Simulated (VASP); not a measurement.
# Si3Mo (Fm-3m) in VASP: further runs, part 2 of 2

VASP 6.6.1. Earlier steps stand in the parts before.

## Step 4: Single point, PBE

This run uses another cell than the first one, of 14.15 Å³/atom, 0.986 times its volume.

INCAR

```
SYSTEM = Si3Mo
  ALGO = Normal
  EDIFF = 1E-7
  ENCUT = 520
  GGA = PE
  ISIF = 2
  ISMEAR = 0
  LASPH = .True.
  LCHARG = .True.
  LELF = .True.
  LREAL = .False.
  LVHAR = .True.
  LWAVE = .False.
  NBANDS = 21
  NELM = 80
  PREC = Accurate
  SIGMA = 0.1
```

KPOINTS

```
k-points
0
Gamma
  14 14 14
  0 0 0
```

POSCAR

```
Si3Mo
1.0
    0.0000000000      3.0477077502      3.0477077502
    3.0477077502      0.0000000000      3.0477077502
    3.0477077502      3.0477077502      0.0000000000
Si Mo
3 1
Direct
    0.2500000000      0.2500000000      0.2500000000
    0.5000000000      0.5000000000      0.5000000000
    0.7500000000      0.7500000000      0.7500000000
    0.0000000000      0.0000000000      0.0000000000
```

Potentials or basis: VASP PAW PBE potentials, release 64 (Si, Mo_sv).

Launch:

```console
$ cat potpaw_PBE.64/Si/POTCAR potpaw_PBE.64/Mo_sv/POTCAR > POTCAR
$ mpirun -np 1 vasp_std > vasp.out
```

OUTCAR:

```text
SYSTEM = Si3Mo
   EDIFF = 1E-7
   ENCUT = 520
   GGA = PE
   ISIF = 2
   ISMEAR = 0
   LASPH = .True.
   LREAL = .False.
   NELM = 80
   PREC = Accurate

 ion  position               nearest neighbor table
   1  0.250  0.250  0.250-   4 2.64   4 2.64   4 2.64   2 2.64   4 2.64   2 2.64   2 2.64   2 2.64
                             3 3.05   3 3.05   3 3.05   3 3.05   3 3.05   3 3.05
   2  0.500  0.500  0.500-   1 2.64   1 2.64   1 2.64   1 2.64   3 2.64   3 2.64   3 2.64   3 2.64
                             4 3.05   4 3.05   4 3.05   4 3.05   4 3.05   4 3.05
   3  0.750  0.750  0.750-   2 2.64   2 2.64   2 2.64   2 2.64   4 2.64   4 2.64   4 2.64   4 2.64
                             1 3.05   1 3.05   1 3.05   1 3.05   1 3.05   1 3.05
   4  0.000  0.000  0.000-   3 2.64   3 2.64   3 2.64   1 2.64   3 2.64   1 2.64   1 2.64   1 2.64
                             2 3.05   2 3.05   2 3.05   2 3.05   2 3.05   2 3.05

  LATTYP: Found a face centered cubic cell.
 ALAT       =     6.0954155004

  Lattice vectors:

 A1 = (   0.0000000000,   3.0477077502,   3.0477077502)
 A2 = (   3.0477077502,   0.0000000000,   3.0477077502)
 A3 = (   3.0477077502,   3.0477077502,   0.0000000000)

Analysis of symmetry for initial positions (statically):
=====================================================================
 Subroutine PRICEL returns:
 Original cell was already a primitive cell.

 Routine SETGRP: Setting up the symmetry group for a
 face centered cubic supercell.

 Subroutine GETGRP returns: Found 48 space group operations
 (whereof 48 operations were pure point group operations)
 out of a pool of 48 trial point group operations.

The static configuration has the point symmetry O_h .

Analysis of symmetry for dynamics (positions and initial velocities):
=====================================================================
 Subroutine PRICEL returns:
 Original cell was already a primitive cell.

 Routine SETGRP: Setting up the symmetry group for a
 face centered cubic supercell.
[... 122 lines left out ...]
   EMIN   =  10.00;   EMAX   =-10.00  energy-range for DOS
   EFERMI =   0.00;   METHOD = LEGACY
   ISMEAR =     0;   SIGMA  =   0.10  broadening in eV -4-tet -1-fermi 0-gaus
   EFERMI_NEDOS =   21; number of points for ismear=-14 and -15
   IALGO  =     38    algorithm
   IMIX   =      4    mixing-type and parameters
     AMIX     =   0.40;   BMIX     =  1.00
     AMIX_MAG =   1.60;   BMIX_MAG =  1.00
  volume/ion in A,a.u.               =      14.15        95.52
  Fermi-wavevector in a.u.,A,eV,Ry     =   1.263037  2.386793 21.704852  1.595262
  Thomas-Fermi vector in A             =   2.396414
   LORBIT       =      0    0 simple, 1 ext, 2 COOP (PROOUT), +10 PAW based schemes
   GGA     = PE    functional components
   LHFCALC =     F    Hartree Fock is set to
   AEXX    =    0.0000 exact exchange contribution
   IVDW    =     0    specifies the selected vdW correction
   LEPSILON=     F    determine dielectric tensor
   LRPA    =     F    only Hartree local field effects (RPA)
 non-spin polarized calculation
 Gauss-broadening in eV      SIGMA  =   0.10
  energy-cutoff  :      520.00
  volume of cell :       56.62
 maximum number of plane-waves:      1544
   NGX = 17   NGY = 17   NGZ = 17

 number of electron      25.9999997 magnetization

 Free energy of the ion-electron system (eV)
  ---------------------------------------------------
  ext. energy  EPLUGINS =         0.00000000
  ---------------------------------------------------
  free energy    TOTEN  =       -25.61706098 eV

  energy without entropy =      -25.60189661  energy(sigma->0) =      -25.60947880

 E-fermi :  11.0315     XC(G=0): -11.9585

 val. band max:       11.0295343468   @ k =  -0.2857   0.3571   0.1429
 cond. band min:      11.0381515276   @ k =   0.4286   0.0714   0.0000
 fundamental gap:      0.0086171808
 Fermi energy:        11.0315445352

 k-point     1 :       0.0000    0.0000    0.0000
  band No.  band energies     occupation
      1     -49.3158      2.00000
      2     -23.4752      2.00000
      3     -23.4752      2.00000
      4     -23.4752      2.00000
      5      -2.2763      2.00000
      6       6.4178      2.00000
[... 565 lines left out ...]
     20      17.8904      0.00000
     21      18.2594      0.00000

 [... further k-points ...]
[... 5 lines left out ...]
  --------------------------------------------------------------------------------------
  -------------------------------------------------------------------------------------
  Total        0.0209276      0.0209276      0.0209276      0.0000000      0.0000000      0.0000000
  in kB        0.5922173      0.5922173      0.5922173      0.0000000      0.0000000      0.0000000
  external PRESSURE =       0.5922173 kB  Pullay stress =       0.0000000 kB

 VOLUME and BASIS-vectors are now :
 -----------------------------------------------------------------------------
  energy-cutoff  :      520.00
  volume of cell :       56.62
      direct lattice vectors                 reciprocal lattice vectors
     0.000000000  3.047707750  3.047707750    -0.164057725  0.164057725  0.164057725
     3.047707750  0.000000000  3.047707750     0.164057725 -0.164057725  0.164057725
     3.047707750  3.047707750  0.000000000     0.164057725  0.164057725 -0.164057725

 POSITION                                       TOTAL-FORCE (eV/Angst)
 -----------------------------------------------------------------------------------
      1.52385      1.52385      1.52385        -0.000000     -0.000000     -0.000000
      3.04771      3.04771      3.04771         0.000000     -0.000000     -0.000000
      4.57156      4.57156      4.57156         0.000000      0.000000      0.000000
      0.00000      0.00000      0.00000         0.000000     -0.000000     -0.000000
 -----------------------------------------------------------------------------------
    total drift:                                0.000000     -0.000000      0.000000

  FREE ENERGIE OF THE ION-ELECTRON SYSTEM (eV)
  ---------------------------------------------------
  free  energy   TOTEN  =       -25.6170609833 eV

  energy  without entropy=      -25.6018966137  energy(sigma->0) =      -25.60947880
```

OSZICAR:

```text
N       E                     dE             d eps       ncg     rms          rms(c)
DAV:   1     0.131205456035E+03    0.13121E+03   -0.12615E+04  4368   0.115E+03
DAV:   2    -0.219993682076E+02   -0.15320E+03   -0.14885E+03  5106   0.280E+02
DAV:   3    -0.264136940561E+02   -0.44143E+01   -0.43058E+01  5550   0.405E+01
DAV:   4    -0.264544446238E+02   -0.40751E-01   -0.40679E-01  5055   0.409E+00
DAV:   5    -0.264548337646E+02   -0.38914E-03   -0.38910E-03  5411   0.402E-01    0.172E+01
DAV:   6    -0.259803060137E+02    0.47453E+00   -0.78175E+00  4691   0.148E+01    0.484E+00
DAV:   7    -0.256676120879E+02    0.31269E+00   -0.24015E+00  4716   0.792E+00    0.458E+00
DAV:   8    -0.256183712325E+02    0.49241E-01   -0.15757E-01  4948   0.253E+00    0.700E-01
DAV:   9    -0.256171872357E+02    0.11840E-02   -0.51055E-03  5317   0.427E-01    0.224E-01
DAV:  10    -0.256170787413E+02    0.10849E-03   -0.98729E-04  4876   0.208E-01    0.819E-02
DAV:  11    -0.256170694565E+02    0.92848E-05   -0.27129E-04  4888   0.987E-02    0.527E-02
DAV:  12    -0.256170616614E+02    0.77951E-05   -0.47179E-05  4973   0.430E-02    0.618E-03
DAV:  13    -0.256170613331E+02    0.32831E-06   -0.99818E-07  5152   0.694E-03    0.276E-03
DAV:  14    -0.256170610061E+02    0.32700E-06   -0.13563E-07  2872   0.288E-03    0.319E-04
DAV:  15    -0.256170609833E+02    0.22825E-07   -0.94779E-09  2584   0.627E-04
   1 F= -.25617061E+02 E0= -.25609479E+02  d E =-.151644E-01
```

Run time: 50 s. Hardware: 1 thread of AMD EPYC 9R45 (Zen 5), shared host; peak memory 0.22 GiB.

Results:

```
Free energy            : -25.6171 eV
Pressure               : 0.1 GPa
Band gap on the k mesh : zero (band 13 reaches 11.52 eV, above the bottom of band 14 at 9.41 eV)
```

Levels at points of the mesh, in eV from the Fermi level:
```csv
k point,band 9,band 10,band 11,band 12,band 13,band 14,band 15,band 16,band 17,band 18
"(0.00, 0.00, 0.00)",-3.35,-1.85,-1.85,-1.85,-1.62,-1.62,-0.69,3.23,3.23,3.23
"(0.50, 0.00, 0.00)",-4.01,-1.98,-1.49,-1.49,-1.14,-1.14,3.06,3.06,3.90,4.62
"(0.50, 0.50, 0.00)",-5.22,-2.67,-1.12,-1.12,-0.41,1.51,3.35,4.83,4.83,5.26
```

## Step 5: Overview

```tsv
task	spin	cell	k mesh	cutoff (eV)	gap on the mesh (eV)	pressure (GPa)
relaxation of cell and atoms	off	relaxed from a = 4.331 Å, angles 60.0°, 4 atoms	6 × 6 × 6	600	none	0.0
single point	collinear, ferromagnetic start	a = 4.308 Å, angles 60.0°, 4 atoms	6 × 6 × 6	520	none	0.0
single point	off	a = 4.310 Å, angles 60.0°, 4 atoms	14 × 14 × 14	520	none	0.1
```

Alike in all rows: level PBE; potentials or basis VASP PAW PBE potentials, release 64 (Si, Mo_sv); smearing gaussian 0.1 eV.

Total energies depend on the potentials used, so only differences within one code and one set of settings carry meaning.
